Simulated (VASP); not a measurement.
# WS2 in VASP: a series of runs

WS2 is run at these levels: PBEsol; tasks: single point.

Program: VASP 6.6.1. These are calculated values, not measurements. Logs are shortened: lines on timing, memory, paths and dates and some standing lists are left out, and cuts for length are marked.

### 1 The cell of the first run

It takes space group R3m (No. 160, trigonal). The conventional cell has a = 3.148 Å, b = 3.148 Å, c = 19.111 Å, α = 90.00°, β = 90.00°, γ = 120.00°. Within 3.2 Å of W (site symmetry 3m) lie 6 S at 2.40 Å and 6 W at 3.15 Å. S (site symmetry 3m) has 3 W at 2.40 Å and 7 S at 3.13 to 3.15 Å within 3.2 Å. Within 3.2 Å of S (site symmetry 3m) lie 3 W at 2.40 Å and 7 S at 3.13 to 3.15 Å.

### 2 Single point, PBEsol

INCAR

```
  PREC = Accurate
  ENCUT = 520
  EDIFF = 1E-7
  ISMEAR = 0
  SIGMA = 0.02
  LREAL = False
  LASPH = True
  NELM = 60
  ALGO = Normal
  ISIF = 2
  LWAVE = False
  LCHARG = False
  GGA = PS
  NBANDS = 20
```

KPOINTS

```
Automatic mesh
0
Gamma
  12 12 12
```

POSCAR

```
WS2
1.0
    0.0000000000     -1.8172716239      6.3704645985
    1.5738033919      0.9086358120      6.3704645985
   -1.5738033919      0.9086358120      6.3704645985
W S
1 2
Direct
   -0.0006715138     -0.0006715138     -0.0006715138
    0.7479630339      0.7479630339      0.7479630339
    0.5840084800      0.5840084800      0.5840084800
```

Potentials or basis: VASP PAW PBE potentials, release 64 (W_sv, S).

On the command line:

```sh
> cat potpaw_PBE.64/W_sv/POTCAR potpaw_PBE.64/S/POTCAR > POTCAR
> mpirun -np 1 vasp_std > vasp.out
```

OUTCAR:

```text
PREC = Accurate
   ENCUT = 520
   EDIFF = 1E-7
   ISMEAR = 0
   LREAL = False
   LASPH = True
   NELM = 60
   ISIF = 2
   GGA = PS

 ion  position               nearest neighbor table
   1  0.999  0.999  0.999-   2 2.40   2 2.40   2 2.40   3 2.40   3 2.40   3 2.40
   2  0.748  0.748  0.748-   1 2.40   1 2.40   1 2.40
   3  0.584  0.584  0.584-   1 2.40   1 2.40   1 2.40

  LATTYP: Found a trigonal (rhomboedric) cell.
 ALAT       =     6.6245977505
 COS(alpha) =     0.8871213195

  Lattice vectors:

 A1 = (   0.0000000000,  -1.8172716239,   6.3704645985)
 A2 = (   1.5738033919,   0.9086358120,   6.3704645985)
 A3 = (  -1.5738033919,   0.9086358120,   6.3704645985)

Analysis of symmetry for initial positions (statically):
=====================================================================
 Subroutine PRICEL returns:
 Original cell was already a primitive cell.

 Routine SETGRP: Setting up the symmetry group for a
 trigonal (rhombohedral) supercell.

 Subroutine GETGRP returns: Found  6 space group operations
 (whereof  6 operations were pure point group operations)
 out of a pool of 12 trial point group operations.

The static configuration has the point symmetry C_3v.

Analysis of symmetry for dynamics (positions and initial velocities):
=====================================================================
 Subroutine PRICEL returns:
 Original cell was already a primitive cell.

 Routine SETGRP: Setting up the symmetry group for a
 trigonal (rhombohedral) supercell.

 Subroutine GETGRP returns: Found  6 space group operations
 (whereof  6 operations were pure point group operations)
 out of a pool of 12 trial point group operations.

The dynamic configuration has the point symmetry C_3v.

 Subroutine INISYM returns: Found  6 space group operations
 (whereof  6 operations are pure point group operations),
 and found     1 'primitive' translations

----------------------------------------------------------------------------------------

                                     Primitive cell

  volume of cell :      54.6591

  direct lattice vectors                    reciprocal lattice vectors
     0.000000000 -1.817271624  6.370464598     0.000000000 -0.366850314  0.052324807
     1.573803392  0.908635812  6.370464598     0.317701692  0.183425157  0.052324807
    -1.573803392  0.908635812  6.370464598    -0.317701692  0.183425157  0.052324807

  length of vectors
     6.624597750  6.624597751  6.624597751     0.370563137  0.370563137  0.370563137

  position of ions in fractional coordinates (direct lattice)
     0.999328486  0.999328486  0.999328486
     0.747963034  0.747963034  0.747963034
     0.584008480  0.584008480  0.584008480

  ion indices of the primitive-cell ions
   primitive index   ion index
                 1           1
                 2           2
                 3           3

----------------------------------------------------------------------------------------

 KPOINTS: Automatic mesh

Automatic generation of k-mesh.
 Grid dimensions read from file:
 generate k-points for:   12   12   12

 Generating k-lattice:

  Cartesian coordinates                     Fractional coordinates (reciprocal lattice)
     0.000000000 -0.030570860  0.004360401     0.083333333 -0.000000000 -0.000000000
     0.026475141  0.015285430  0.004360401     0.000000000  0.083333333  0.000000000
    -0.026475141  0.015285430  0.004360401     0.000000000  0.000000000  0.083333333

  Length of vectors
     0.030880261  0.030880261  0.030880261

  Shift w.r.t. Gamma in fractional coordinates (k-lattice)
     0.000000000  0.000000000  0.000000000

 Subroutine IBZKPT returns following result:
 ===========================================

 Found    189 irreducible k-points:

 Following reciprocal coordinates:
            Coordinates               Weight
  0.000000  0.000000  0.000000      1.000000
  0.083333 -0.000000 -0.000000      6.000000
  0.166667 -0.000000 -0.000000      6.000000
  0.250000  0.000000  0.000000      6.000000
  0.333333 -0.000000 -0.000000      6.000000
  0.416667  0.000000  0.000000      6.000000
[... 16 lines left out ...]
  0.500000  0.166667 -0.000000     12.000000
 -0.416667  0.166667 -0.000000     12.000000
 [... further k-points ...]
   k-points           NKPTS =    189   k-points in BZ     NKDIM =    189   number of bands    NBANDS=     20
   number of dos      NEDOS =    301   number of ions     NIONS =      3
   total plane-waves  NPLWV = 125000
   dimension x,y,z NGX =    50 NGY =   50 NGZ =   50
   dimension x,y,z NGXF=   100 NGYF=  100 NGZF=  100
   ions per type =               1   2
   NGX,Y,Z   is equivalent  to a cutoff of  12.55, 12.55, 12.55 a.u.
   NGXF,Y,Z  is equivalent  to a cutoff of  25.10, 25.10, 25.10 a.u.
 SYSTEM =  unknown system
   PREC   = accura    normal or accurate (medium, high low for compatibility)
   ISTART =      0    job   : 0-new  1-cont  2-samecut
   ICHARG =      2    charge: 1-file 2-atom 10-const
   ISPIN  =      1    spin polarized calculation?
   LNONCOLLINEAR =      F non collinear calculations
   LSORBIT =      F    spin-orbit coupling
   LASPH  =      T    aspherical Exc in radial PAW
   ENCUT  =  520.0 eV  38.22 Ry    6.18 a.u.  12.32 12.32 12.32*2*pi/ulx,y,z
   NELM   =     60;   NELMIN=  2; NELMDL= -5     # of ELM steps
   EDIFF  = 0.1E-06   stopping-criterion for ELM
   LREAL  =      F    real-space projection
   EDIFFG = 0.1E-05   stopping-criterion for IOM
   NSW    =      0    number of steps for IOM
   IBRION =     -1    ionic relax: 0-MD 1-quasi-New 2-CG
   NFREE  =      0    steps in history (QN), initial steepest desc. (CG)
   ISIF   =      2    stress and relaxation
   ISYM   =      2    0-nonsym 1-usesym 2-fastsym
   POTIM  = 0.5000    time-step for ionic-motion
   TEBEG  =    0.0;   TEEND  =   0.0 temperature during run
   PSTRESS=    0.0 pullay stress
   NELECT =      26.0000    total number of electrons
   NUPDOWN=      -1.0000    fix difference up-down
   EMIN   =  10.00;   EMAX   =-10.00  energy-range for DOS
   EFERMI =   0.00;   METHOD = LEGACY
   ISMEAR =     0;   SIGMA  =   0.02  broadening in eV -4-tet -1-fermi 0-gaus
   EFERMI_NEDOS =   21; number of points for ismear=-14 and -15
   IALGO  =     38    algorithm
   IMIX   =      4    mixing-type and parameters
     AMIX     =   0.40;   BMIX     =  1.00
     AMIX_MAG =   1.60;   BMIX_MAG =  1.00
  volume/ion in A,a.u.               =      18.22       122.95
  Fermi-wavevector in a.u.,A,eV,Ry     =   1.277944  2.414963 22.220220  1.633140
  Thomas-Fermi vector in A             =   2.410515
   LORBIT       =      0    0 simple, 1 ext, 2 COOP (PROOUT), +10 PAW based schemes
   GGA     = PS    functional components
   LHFCALC =     F    Hartree Fock is set to
   AEXX    =    0.0000 exact exchange contribution
   IVDW    =     0    specifies the selected vdW correction
   LEPSILON=     F    determine dielectric tensor
   LRPA    =     F    only Hartree local field effects (RPA)
 non-spin polarized calculation
 Gauss-broadening in eV      SIGMA  =   0.02
  energy-cutoff  :      520.00
  volume of cell :       54.66
 maximum number of plane-waves:      1486
 NGX is ok and might be reduce to    50
   NGX = 25   NGY = 25   NGZ = 25

 number of electron      26.0000000 magnetization

 Free energy of the ion-electron system (eV)
  ---------------------------------------------------
  ext. energy  EPLUGINS =         0.00000000
  ---------------------------------------------------
  free energy    TOTEN  =       -25.27355836 eV

  energy without entropy =      -25.27355836  energy(sigma->0) =      -25.27355836

 E-fermi :   7.0864     XC(G=0): -10.9080

 val. band max:        6.9149773617   @ k =   0.5000   0.5000   0.5000
 cond. band min:       8.0781319154   @ k =  -0.1667   0.1667   0.0000
 fundamental gap:      1.1631545537
 Fermi energy:         7.0864350709

 k-point     1 :       0.0000    0.0000    0.0000
  band No.  band energies     occupation
      1     -67.5088      2.00000
      2     -31.7869      2.00000
      3     -31.5931      2.00000
      4     -31.5931      2.00000
      5      -8.5746      2.00000
      6      -6.6629      2.00000
[... 12 lines left out ...]
     19      14.9084      0.00000
     20      14.9884      0.00000

 k-point     2 :       0.0833   -0.0000   -0.0000
  band No.  band energies     occupation
      1     -67.5074      2.00000
      2     -31.7822      2.00000
      3     -31.6191      2.00000
      4     -31.5991      2.00000
      5      -8.4528      2.00000
      6      -6.6248      2.00000
[... 12 lines left out ...]
     19      15.0563      0.00000
     20      15.4747      0.00000

 k-point     3 :       0.1667   -0.0000   -0.0000
  band No.  band energies     occupation
      1     -67.5038      2.00000
      2     -31.7694      2.00000
      3     -31.6896      2.00000
      4     -31.6155      2.00000
      5      -8.1048      2.00000
      6      -6.5160      2.00000
[... 12 lines left out ...]
     19      15.3337      0.00000
     20      16.0946      0.00000

 k-point     4 :       0.2500    0.0000    0.0000
  band No.  band energies     occupation
      1     -67.4988      2.00000
      2     -31.7845      2.00000
      3     -31.7517      2.00000
      4     -31.6378      2.00000
      5      -7.5843      2.00000
      6      -6.3548      2.00000
[... 12 lines left out ...]
     19      15.2561      0.00000
     20      15.6250      0.00000

 k-point     5 :       0.3333   -0.0000   -0.0000
  band No.  band energies     occupation
      1     -67.4939      2.00000
      2     -31.8779      2.00000
      3     -31.7341      2.00000
      4     -31.6600      2.00000
      5      -6.9884      2.00000
      6      -6.1758      2.00000
[... 12 lines left out ...]
     19      14.3149      0.00000
     20      14.7755      0.00000

 k-point     6 :       0.4167    0.0000    0.0000
  band No.  band energies     occupation
      1     -67.4903      2.00000
      2     -31.9454      2.00000
      3     -31.7211      2.00000
      4     -31.6761      2.00000
      5      -6.4763      2.00000
      6      -6.0315      2.00000
[... 12 lines left out ...]
     19      13.7057      0.00000
     20      14.3957      0.00000

 k-point     7 :       0.5000    0.0000    0.0000
  band No.  band energies     occupation
      1     -67.4889      2.00000
      2     -31.9699      2.00000
      3     -31.7163      2.00000
      4     -31.6820      2.00000
      5      -6.2636      2.00000
      6      -5.9766      2.00000
[... 12 lines left out ...]
     19      13.6160      0.00000
     20      14.3004      0.00000
[... 277 lines left out ...]
 k-point    20 :       0.2500    0.1667    0.0000
  band No.  band energies     occupation
      1     -67.5007      2.00000
      2     -31.7582      2.00000
      3     -31.7453      2.00000
      4     -31.6343      2.00000
      5      -7.7654      2.00000
      6      -6.4441      2.00000
[... 12 lines left out ...]
     19      15.5064      0.00000
     20      15.7757      0.00000

 k-point    21 :       0.3333    0.1667    0.0000
  band No.  band energies     occupation
      1     -67.4964      2.00000
      2     -31.8137      2.00000
      3     -31.7429      2.00000
      4     -31.6672      2.00000
      5      -7.2806      2.00000
      6      -6.2939      2.00000
[... 12 lines left out ...]
     19      15.1242      0.00000
     20      15.7748      0.00000

 k-point    22 :       0.4167    0.1667    0.0000
  band No.  band energies     occupation
      1     -67.4921      2.00000
      2     -31.8777      2.00000
      3     -31.7276      2.00000
      4     -31.7033      2.00000
      5      -6.7344      2.00000
      6      -6.1180      2.00000
[... 12 lines left out ...]
     19      14.7706      0.00000
     20      15.5577      0.00000

 k-point    23 :       0.5000    0.1667   -0.0000
  band No.  band energies     occupation
      1     -67.4889      2.00000
      2     -31.9229      2.00000
      3     -31.7310      2.00000
      4     -31.7163      2.00000
      5      -6.2792      2.00000
      6      -5.9678      2.00000
[... 12 lines left out ...]
     19      14.8335      0.00000
     20      15.4898      0.00000

 k-point    24 :      -0.4167    0.1667   -0.0000
  band No.  band energies     occupation
      1     -67.4878      2.00000
      2     -31.9392      2.00000
      3     -31.7413      2.00000
      4     -31.7122      2.00000
      5      -6.1012      2.00000
      6      -5.9024      2.00000
[... 12 lines left out ...]
     19      15.1551      0.00000
     20      15.4863      0.00000

 [... further k-points ...]

------------------------ aborting loop because EDIFF is reached ----------------------------------------

  FORCE on cell =-STRESS in cart. coord.  units (eV):
  Direction    XX          YY          ZZ          XY          YZ          ZX
  --------------------------------------------------------------------------------------
  -------------------------------------------------------------------------------------
  Total        0.0294584      0.0294584      0.0501021      0.0000000      0.0000000     -0.0000000
  in kB        0.8634903      0.8634903      1.4686007      0.0000000      0.0000000     -0.0000000
  external PRESSURE =       1.0651938 kB  Pullay stress =       0.0000000 kB

 VOLUME and BASIS-vectors are now :
 -----------------------------------------------------------------------------
  energy-cutoff  :      520.00
  volume of cell :       54.66
      direct lattice vectors                 reciprocal lattice vectors
     0.000000000 -1.817271624  6.370464598     0.000000000 -0.366850314  0.052324807
     1.573803392  0.908635812  6.370464598     0.317701692  0.183425157  0.052324807
    -1.573803392  0.908635812  6.370464598    -0.317701692  0.183425157  0.052324807

 POSITION                                       TOTAL-FORCE (eV/Angst)
 -----------------------------------------------------------------------------------
      0.00000      0.00000     19.09856         0.000000     -0.000000     -0.000139
      0.00000      0.00000     14.29462         0.000000      0.000000      0.020794
      0.00000      0.00000     11.16122         0.000000     -0.000000     -0.020656
 -----------------------------------------------------------------------------------
    total drift:                               -0.000000     -0.000000      0.000177

  FREE ENERGIE OF THE ION-ELECTRON SYSTEM (eV)
  ---------------------------------------------------
  free  energy   TOTEN  =       -25.2735583600 eV

  energy  without entropy=      -25.2735583600  energy(sigma->0) =      -25.27355836
```

Wall time 14 min (1 thread of Intel Xeon 8259CL, shared host); peak memory 0.47 GiB.

What came out:

| Item | Value |
| --- | --- |
| Free energy | -25.2736 eV |
| Pressure | 0.1 GPa |
| Largest force | 0.021 eV/Å |
| Band gap on the k mesh | 1.16 eV (least direct gap 1.93 eV) |

Forces on the atoms (eV/Å):
```
W    0.000  0.000  0.000
S    0.000  0.000  0.021
S    0.000  0.000 -0.021
```

Caveat: the PAW data sets were made with another functional, which shifts forces and pressure a little; spin-orbit coupling is left out, which moves the levels of the heavy elements.

### 3 Single point, PBEsol (one atom moved)

INCAR

```
ALGO     = Normal         # electronic algorithm
EDIFF    = 1E-7           # SCF threshold, eV
ENCUT    = 520            # plane-wave cutoff, eV
GGA      = PS             # functional
ISIF     = 2              # what is computed and relaxed
ISMEAR   = 0              # smearing method
LASPH    = T              # aspherical terms in the spheres
LCHARG   = F              # write CHGCAR
LREAL    = F              # projectors in reciprocal space
LWAVE    = F              # write WAVECAR
NBANDS   = 20             # bands
NELM     = 60             # most SCF steps
PREC     = Accurate       # precision mode
SIGMA    = 0.02           # smearing width, eV
```

KPOINTS

```
k-points
0
Gamma
  12 12 12
```

POSCAR

```
WS2
1.0
    1.5790003843      0.9116362969      6.1633300000
   -1.5790003843      0.9116362969      6.1633300000
    0.0000000000     -1.8232725938      6.1633300000
W S
1 2
Direct
    0.0164539302      0.0164539302     -0.0329078604
    0.7503000000      0.7503000000      0.7503000000
    0.5810000000      0.5810000000      0.5810000000
```

Potentials or basis: VASP PAW PBE potentials, release 64 (W_sv, S).

On the command line:

```sh
> cat potpaw_PBE.64/W_sv/POTCAR potpaw_PBE.64/S/POTCAR > POTCAR
> mpirun -np 1 vasp_std > vasp.out
```

Wall time 13 min (1 thread of AMD EPYC 9R45 (Zen 5), shared host); peak memory 0.63 GiB.

Results (log left out):

```yaml
Free_energy: -25.1772 eV
Pressure: 0.0 GPa
Largest_force: 1.987 eV/Å
Band_gap_on_the_k_mesh: 0.93 eV (least direct gap 1.83 eV)
```

Forces in eV/Å, atoms in the order of the input:
```
W    0.000 -1.892 -0.607
S    0.000  0.982  0.356
S    0.000  0.910  0.250
```

Stress tensor (GPa, compression positive):
```
 1.52  0.00  0.00
 0.00 -2.52  0.23
 0.00  0.23  1.14
```

Levels at points of the mesh, in eV from the valence-band top:
```csv
k point,band 11,band 12,band 13,band 14,band 15,band 16
"(0.00, 0.00, 0.00)",-1.87,-1.52,-1.22,1.74,2.27,2.64
"(0.50, 0.00, 0.00)",-2.65,-2.11,-1.45,2.26,2.62,3.31
"(0.00, 0.00, 0.50)",-2.39,-1.84,-1.55,2.38,2.55,3.40
"(0.50, 0.50, 0.00)",-3.02,-2.04,-1.37,2.33,2.61,3.05
"(0.50, 0.00, 0.50)",-3.24,-2.12,-1.45,2.22,2.73,3.17
"(0.50, 0.50, 0.50)",-2.65,-1.78,0.00,1.83,2.16,2.50
```

Caveat: the cell differs from its parent crystal (one atom moved); the PAW data sets were made with another functional, which shifts forces and pressure a little; spin-orbit coupling is left out, which moves the levels of the heavy elements.
